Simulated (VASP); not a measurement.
# W (P6/mmm) in VASP: a series of runs

The runs below take W through single point, with r2SCAN.

Everything below comes from runs of VASP 6.6.1. Logs are shortened: lines on timing, memory, paths and dates and some standing lists are left out, and cuts for length are marked.

## (1) The cell of the first run

Symmetry: P6/mmm, No. 191, hexagonal system. Conventional cell: a = 4.666 Å, b = 4.666 Å, c = 2.592 Å, α = 90.00°, β = 90.00°, γ = 120.00°. Within 3.4 Å of W (site symmetry 6/mmm) lie 14 W at 2.59 to 2.99 Å. W (site symmetry -6m2) has 11 W at 2.59 to 2.99 Å within 3.4 Å.

## (2) Single point, r2SCAN

File POSCAR:

```
W
1.0
    4.6659217972      0.0000000000      0.0000000000
   -2.3329608986      4.0408068085      0.0000000000
    0.0000000000      0.0000000000      2.5919258591
W
3
Direct
    0.0000000000      1.0000000000      0.0000000000
    0.3333333333      0.6666666667      0.5000000000
    0.6666666667      0.3333333333      0.5000000000
```

File INCAR.step1:

```
SYSTEM = W
PREC = Accurate
ENCUT = 520
ISMEAR = -1
SIGMA = 0.1
LREAL = .False.
LASPH = .True.
NELM = 60
NBANDS = 28
GGA = PE
ALGO = Normal
EDIFF = 1E-4
LWAVE = .True.
LCHARG = .False.
```

File INCAR.step2:

```
SYSTEM = W
PREC = Accurate
ENCUT = 520
EDIFF = 1E-6
ISMEAR = -1
SIGMA = 0.1
LREAL = .False.
LASPH = .True.
NELM = 60
ALGO = Normal
ISIF = 2
LWAVE = .False.
LCHARG = .False.
METAGGA = R2SCAN
LMIXTAU = .True.
NBANDS = 28
ISTART = 1
```

File KPOINTS:

```
Automatic mesh
0
Gamma
  9 9 14
  0 0 0
```

Potentials or basis: VASP PAW PBE potentials, release 64 (W_sv).

The run is started by

```
$ cat potpaw_PBE.64/W_sv/POTCAR > POTCAR
$ cp INCAR.step1 INCAR
$ mpirun -np 1 vasp_std > vasp.out
$ cp INCAR.step2 INCAR
$ mpirun -np 1 vasp_std > vasp.out
```

OUTCAR:

```text
SYSTEM = W
   PREC = Accurate
   ENCUT = 520
   EDIFF = 1E-6
   ISMEAR = -1
   LREAL = .False.
   LASPH = .True.
   NELM = 60
   ISIF = 2
   METAGGA = R2SCAN
   ISTART = 1

 ion  position               nearest neighbor table
   1  0.000  0.000  0.000-   2 2.99   3 2.99   2 2.99   3 2.99   3 2.99   3 2.99   2 2.99   2 2.99
                             3 2.99   3 2.99   2 2.99   2 2.99
   2  0.333  0.667  0.500-   3 2.69   3 2.69   3 2.69   1 2.99   1 2.99   1 2.99   1 2.99   1 2.99
                             1 2.99
   3  0.667  0.333  0.500-   2 2.69   2 2.69   2 2.69   1 2.99   1 2.99   1 2.99   1 2.99   1 2.99
                             1 2.99

  LATTYP: Found a hexagonal cell.
 ALAT       =     4.6659217972
 C/A-ratio  =     0.5555013504

  Lattice vectors:

 A1 = (   4.6659217972,   0.0000000000,   0.0000000000)
 A2 = (  -2.3329608986,   4.0408068085,   0.0000000000)
 A3 = (   0.0000000000,   0.0000000000,   2.5919258591)

Analysis of symmetry for initial positions (statically):
=====================================================================
 Subroutine PRICEL returns:
 Original cell was already a primitive cell.

 Routine SETGRP: Setting up the symmetry group for a
 hexagonal supercell.

 Subroutine GETGRP returns: Found 24 space group operations
 (whereof 24 operations were pure point group operations)
 out of a pool of 24 trial point group operations.

The static configuration has the point symmetry D_6h.

Analysis of symmetry for dynamics (positions and initial velocities):
=====================================================================
 Subroutine PRICEL returns:
 Original cell was already a primitive cell.

 Routine SETGRP: Setting up the symmetry group for a
 hexagonal supercell.

 Subroutine GETGRP returns: Found 24 space group operations
 (whereof 24 operations were pure point group operations)
 out of a pool of 24 trial point group operations.

The dynamic configuration has the point symmetry D_6h.

 Subroutine INISYM returns: Found 24 space group operations
 (whereof 24 operations are pure point group operations),
 and found     1 'primitive' translations

[... 88 lines left out ...]
   ISTART =      1    job   : 0-new  1-cont  2-samecut
   ICHARG =      0    charge: 1-file 2-atom 10-const
   ISPIN  =      1    spin polarized calculation?
   LNONCOLLINEAR =      F non collinear calculations
   LSORBIT =      F    spin-orbit coupling
   LASPH  =      T    aspherical Exc in radial PAW
   ENCUT  =  520.0 eV  38.22 Ry    6.18 a.u.   8.68  8.68  4.82*2*pi/ulx,y,z
   NELM   =     60;   NELMIN=  2; NELMDL=  0     # of ELM steps
   EDIFF  = 0.1E-05   stopping-criterion for ELM
   LREAL  =      F    real-space projection
   EDIFFG = 0.1E-04   stopping-criterion for IOM
   NSW    =      0    number of steps for IOM
   IBRION =     -1    ionic relax: 0-MD 1-quasi-New 2-CG
   NFREE  =      0    steps in history (QN), initial steepest desc. (CG)
   ISIF   =      2    stress and relaxation
   ISYM   =      2    0-nonsym 1-usesym 2-fastsym
   POTIM  = 0.5000    time-step for ionic-motion
   TEBEG  =    0.0;   TEEND  =   0.0 temperature during run
   PSTRESS=    0.0 pullay stress
   NELECT =      42.0000    total number of electrons
   NUPDOWN=      -1.0000    fix difference up-down
   EMIN   =  10.00;   EMAX   =-10.00  energy-range for DOS
   EFERMI =   0.00;   METHOD = LEGACY
   ISMEAR =    -1;   SIGMA  =   0.10  broadening in eV -4-tet -1-fermi 0-gaus
   EFERMI_NEDOS =   21; number of points for ismear=-14 and -15
   IALGO  =     38    algorithm
   IMIX   =      4    mixing-type and parameters
     AMIX     =   0.40;   BMIX     =  1.00
     AMIX_MAG =   1.60;   BMIX_MAG =  1.00
  volume/ion in A,a.u.               =      16.29       109.93
  Fermi-wavevector in a.u.,A,eV,Ry     =   1.556498  2.941355 32.962643  2.422686
  Thomas-Fermi vector in A             =   2.660285
   LORBIT       =      0    0 simple, 1 ext, 2 COOP (PROOUT), +10 PAW based schemes
   METAGGA = R2SCAN    functional components
   LHFCALC =     F    Hartree Fock is set to
   AEXX    =    0.0000 exact exchange contribution
   IVDW    =     0    specifies the selected vdW correction
   LEPSILON=     F    determine dielectric tensor
   LRPA    =     F    only Hartree local field effects (RPA)
 non-spin polarized calculation
  energy-cutoff  :      520.00
  volume of cell :       48.87
 maximum number of plane-waves:      1335
 NGX is ok and might be reduce to    36
   NGX = 17   NGY = 17   NGZ =  9

 number of electron      42.0000006 magnetization

 Free energy of the ion-electron system (eV)
  ---------------------------------------------------
  ext. energy  EPLUGINS =         0.00000000
  ---------------------------------------------------
  free energy    TOTEN  =      -152.29726571 eV

  energy without entropy =     -152.18506936  energy(sigma->0) =     -152.24116753

 E-fermi :  10.7146     XC(G=0): -14.7503

 val. band max:       10.7027378767   @ k =   0.1111   0.1111   0.2857
 cond. band min:      10.7215457007   @ k =   0.4444   0.0000   0.5000
 fundamental gap:      0.0188078240
 Fermi energy:        10.7145803273

 k-point     1 :       0.0000    0.0000    0.0000
  band No.  band energies     occupation
      1     -65.2369      2.00000
      2     -65.0583      2.00000
      3     -64.9473      2.00000
      4     -28.9978      2.00000
      5     -28.9978      2.00000
      6     -28.9263      2.00000
[... 733 lines left out ...]
     27      14.7064      0.00000
     28      15.4996      0.00000

 [... further k-points ...]

------------------------ aborting loop because EDIFF is reached ----------------------------------------

  FORCE on cell =-STRESS in cart. coord.  units (eV):
  Direction    XX          YY          ZZ          XY          YZ          ZX
  --------------------------------------------------------------------------------------
  -------------------------------------------------------------------------------------
  Total        0.4966704      0.4966704      0.1737553      0.0000000     -0.0000000      0.0000000
  in kB       16.2836106     16.2836106      5.6966639      0.0000000     -0.0000000      0.0000000
  external PRESSURE =      12.7546283 kB  Pullay stress =       0.0000000 kB

 VOLUME and BASIS-vectors are now :
 -----------------------------------------------------------------------------
  energy-cutoff  :      520.00
  volume of cell :       48.87
      direct lattice vectors                 reciprocal lattice vectors
     4.665921797  0.000000000  0.000000000     0.214319923  0.123737665  0.000000000
    -2.332960899  4.040806809  0.000000000     0.000000000  0.247475330  0.000000000
     0.000000000  0.000000000  2.591925859     0.000000000  0.000000000  0.385813505

 POSITION                                       TOTAL-FORCE (eV/Angst)
 -----------------------------------------------------------------------------------
      0.00000      0.00000      0.00000         0.000000      0.000000      0.000000
     -0.00000      2.69387      1.29596        -0.000000      0.000000      0.000000
      2.33296      1.34694      1.29596         0.000000      0.000000      0.000000
 -----------------------------------------------------------------------------------
    total drift:                                0.000000      0.000000     -0.000000

  FREE ENERGIE OF THE ION-ELECTRON SYSTEM (eV)
  ---------------------------------------------------
  free  energy   TOTEN  =      -152.2972657071 eV

  energy  without entropy=     -152.1850693569  energy(sigma->0) =     -152.24116753
```

It took 2.8 min on 1 thread of Intel Xeon Platinum 8559C (Emerald Rapids), shared host; peak memory 0.23 GiB.

What came out:

| Item | Value |
| --- | --- |
| Free energy | -152.2973 eV |
| Pressure | 1.3 GPa |
| Band gap on the k mesh | zero (band 21 reaches 11.21 eV, above the bottom of band 22 at 10.28 eV) |

Stress tensor (GPa, compression positive):
```
1.63 0.00 0.00
0.00 1.63 0.00
0.00 0.00 0.57
```

Levels at points of the mesh, in eV from the Fermi level:
| k point | band 18 | band 19 | band 20 | band 21 | band 22 | band 23 | band 24 | band 25 |
| --- | --- | --- | --- | --- | --- | --- | --- | --- |
| (0.00, 0.00, 0.00) | -2.71 | -2.71 | -2.51 | -0.30 | -0.30 | 2.40 | 2.40 | 2.48 |
| (0.00, 0.00, 0.50) | -2.87 | -1.11 | -1.11 | 0.24 | 0.24 | 3.39 | 3.39 | 4.23 |

Caveat: the PAW data sets were made with another functional, which shifts forces and pressure a little; spin-orbit coupling is left out, which moves the levels of the heavy elements.

## (3) Single point, r2SCAN (volume scaled by 1.04)

File POSCAR:

```
W
1.0
    4.7273225463      0.0000000000      0.0000000000
   -2.3636612732      4.0939814170      0.0000000000
    0.0000000000      0.0000000000      2.6260340582
W
3
Direct
    0.0000000000      1.0000000000      0.0000000000
    0.3333333333      0.6666666667      0.5000000000
    0.6666666667      0.3333333333      0.5000000000
```

File INCAR.step1:

```
SYSTEM = W
ALGO     = Normal         ! electronic algorithm
EDIFF    = 1E-4           ! SCF threshold, eV
ENCUT    = 520            ! plane-wave cutoff, eV
GGA      = PE             ! functional
ISMEAR   = -1             ! smearing method
LASPH    = .TRUE.         ! aspherical terms in the spheres
LCHARG   = .FALSE.        ! write CHGCAR
LREAL    = .FALSE.        ! projectors in reciprocal space
LWAVE    = .TRUE.         ! write WAVECAR
NBANDS   = 28             ! bands
NELM     = 60             ! most SCF steps
PREC     = Accurate       ! precision mode
SIGMA    = 0.1            ! smearing width, eV
```

File INCAR.step2:

```
SYSTEM = W
ALGO     = Normal         ! electronic algorithm
EDIFF    = 1E-6           ! SCF threshold, eV
ENCUT    = 520            ! plane-wave cutoff, eV
ISIF     = 2              ! what is computed and relaxed
ISMEAR   = -1             ! smearing method
ISTART   = 1            
LASPH    = .TRUE.         ! aspherical terms in the spheres
LCHARG   = .FALSE.        ! write CHGCAR
LMIXTAU  = .TRUE.       
LREAL    = .FALSE.        ! projectors in reciprocal space
LWAVE    = .FALSE.        ! write WAVECAR
METAGGA  = R2SCAN         ! meta-GGA
NBANDS   = 28             ! bands
NELM     = 60             ! most SCF steps
PREC     = Accurate       ! precision mode
SIGMA    = 0.1            ! smearing width, eV
```

File KPOINTS:

```
k-points
0
G
  9 9 14
  0 0 0
```

Potentials or basis: VASP PAW PBE potentials, release 64 (W_sv).

The run is started by

```
$ cat potpaw_PBE.64/W_sv/POTCAR > POTCAR
$ cp INCAR.step1 INCAR
$ mpirun -np 1 vasp_std > vasp.out
$ cp INCAR.step2 INCAR
$ mpirun -np 1 vasp_std > vasp.out
```

Run time: 3 min. Hardware: 1 thread of Intel Xeon Platinum 8559C (Emerald Rapids), shared host; peak memory 0.23 GiB.

It converged, with:

| Quantity | Value |
| --- | --- |
| Free energy | -152.2457 eV |
| Pressure | -9.5 GPa |
| Band gap on the k mesh | zero (band 21 reaches 10.63 eV, above the bottom of band 22 at 9.78 eV) |

Stress tensor (GPa, compression positive):
```
 -8.87   0.00   0.00
  0.00  -8.87   0.00
  0.00   0.00 -10.79
```

Levels at points of the mesh, in eV from the Fermi level:
```tsv
k point	band 17	band 18	band 19	band 20	band 21	band 22	band 23	band 24	band 25	band 26
(0.00, 0.00, 0.00)	-2.64	-2.61	-2.61	-2.40	-0.26	-0.26	2.32	2.32	2.40	2.40
(0.00, 0.00, 0.50)	-4.31	-2.84	-1.01	-1.01	0.22	0.22	3.23	3.23	4.03	4.03
```

Caveat: the PAW data sets were made with another functional, which shifts forces and pressure a little; spin-orbit coupling is left out, which moves the levels of the heavy elements.
